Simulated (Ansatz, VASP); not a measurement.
# One calculation of HPt6, two programs

INCAR

```
SYSTEM = HPt6
PREC = Accurate
ENCUT = 520
EDIFF = 1E-6
ISMEAR = 0
SIGMA = 0.1
LREAL = .FALSE.
LASPH = .TRUE.
NELM = 100
ALGO = Normal
ISIF = 2
LWAVE = .FALSE.
LCHARG = .TRUE.
LDIPOL = .TRUE.
IDIPOL = 3
DIPOL = 0.5 0.5 0.307
GGA = PE
LELF = .TRUE.
LVHAR = .TRUE.
LVACPOTAV = .TRUE.
NBANDS = 74
```

KPOINTS

```
Automatic mesh
0
G
  5 5 1
  0 0 0
```

File POSCAR:

```
HPt6
1.0
    5.6143281343      0.0000000000      0.0000000000
    0.0000000000      5.6143281343      0.0000000000
    0.0000000000      0.0000000000     21.8513792319
Pt H
12 2
Direct
    0.2500000000      0.2500000000      0.1830548066
    0.2500000000      0.7500000000      0.1830548066
    0.7500000000      0.2500000000      0.1830548066
    0.7500000000      0.7500000000      0.1830548066
    0.0000000000      0.0000000000      0.2712126041
    0.0000000000      0.5000000000      0.2712126041
    0.5000000000      0.0000000000      0.2712126041
    0.5000000000      0.5000000000      0.2712126041
    0.2500000000      0.2500000000      0.3593081768
    0.2500000000      0.7500000000      0.3593081768
    0.7500000000      0.2500000000      0.3593081768
    0.7500000000      0.7500000000      0.3593081768
   -0.1051773224      0.0000000000      0.5240575028
    0.1051773224      0.0000000000      0.5240575028
```

Input for Ansatz:

```yaml
crystal:
  lattice:
    - [5.6143281343, 0.0, 0.0]
    - [0.0, 5.6143281343, 0.0]
    - [0.0, 0.0, 21.8513792319]
  atoms:
    - { symbol: Pt, position: [0.25, 0.25, 0.1830548066] }
    - { symbol: Pt, position: [0.25, 0.75, 0.1830548066] }
    - { symbol: Pt, position: [0.75, 0.25, 0.1830548066] }
    - { symbol: Pt, position: [0.75, 0.75, 0.1830548066] }
    - { symbol: Pt, position: [0.0, 0.0, 0.2712126041] }
    - { symbol: Pt, position: [0.0, 0.5, 0.2712126041] }
    - { symbol: Pt, position: [0.5, 0.0, 0.2712126041] }
    - { symbol: Pt, position: [0.5, 0.5, 0.2712126041] }
    - { symbol: Pt, position: [0.25, 0.25, 0.3593081768] }
    - { symbol: Pt, position: [0.25, 0.75, 0.3593081768] }
    - { symbol: Pt, position: [0.75, 0.25, 0.3593081768] }
    - { symbol: Pt, position: [0.75, 0.75, 0.3593081768] }
    - { symbol: H, position: [-0.1051773224, 0.0, 0.5240575028] }
    - { symbol: H, position: [0.1051773224, 0.0, 0.5240575028] }
basis:
  ecutwfc: 420
kpoints:
  mp_grid: { grid: [5, 5, 1] }
hamiltonian:
  xc: pbe
  pseudopotentials: { kind: paw, azcp: { folder: soft_1 } }
scf:
  occupations: { method: gaussian, width: 0.1 }
output:
  forces: true
  eigenvalues: true
efield:
  axis: 3
  dipole_correction: true
  ramp_width: 0.04
```

Alike in both runs: task single point; functional PBE; k mesh 5 × 5 × 1; occupations gaussian, width 0.1 eV; no spin polarisation.

```csv
,VASP,Ansatz
version,VASP 6.6.1,Ansatz 0.2.0
potentials or method,"VASP PAW PBE potentials, release 64 (Pt, H), cutoff 520 eV","scalar-relativistic, plane waves, PAW"
valence electrons in the cell,122,218
```

```csv
,VASP,Ansatz,Ansatz less VASP
gap on the k mesh at the Fermi level (eV),none,none,-
rms of the force components (eV/Å),1.013,1.013,-0.0001
"work function, face that differs most (eV)",5.69,5.69,-0.002
```

Atom by atom the forces differ by 0.008 eV/Å (rms over components). A gap of «none» marks a metal or a gap that the smearing closes. The functional is the same, so the differences come from potentials, cutoffs and numerics. VASP's potentials hold 122 valence electrons a cell and Ansatz's 218, so a difference there can come from the potentials and not from the codes.

Neither program's run includes spin-orbit coupling.
